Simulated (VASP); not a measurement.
# AlCo: single point with PBE

The system is AlCo.

```
Co Al
1.0
     2.81940    0.00000    0.00000
     0.00000    2.81940    0.00000
     0.00000    0.00000    2.81940
Co Al
1 1
Direct
  0.50000 0.50000 0.50000
  0.00000 0.00000 0.00000
```

```json
{
 "Program": "VASP 6.6.1",
 "Task": "single point",
 "Functional": "PBE",
 "Potentials or basis": "VASP PAW PBE potentials, release 64 (Co_sv, Al)",
 "Cutoff": "600 eV",
 "k mesh": "8 × 8 × 8",
 "Occupations": "fermi-dirac, width 0.05 eV",
 "Spin": "collinear spin, ferromagnetic start",
 "Starting moments": "[1.0, 0.0] μB",
 "Fixed moment": "1 μB"
}
```

- Pressure: 11.9 GPa
- Net moment: 1.00 μB per cell
- Site moments: Co +0.97; Al -0.00 μB
- Valence electrons inside the program's atomic spheres: Co 15.20; Al 0.86

Wall time 59 s on 1 thread of AMD EPYC 7571, on a shared host, peak memory 0.13 GiB.

Caveat: the cell stands under pressure; the total moment is fixed, so each spin has its own Fermi level and the state may be an excited one.
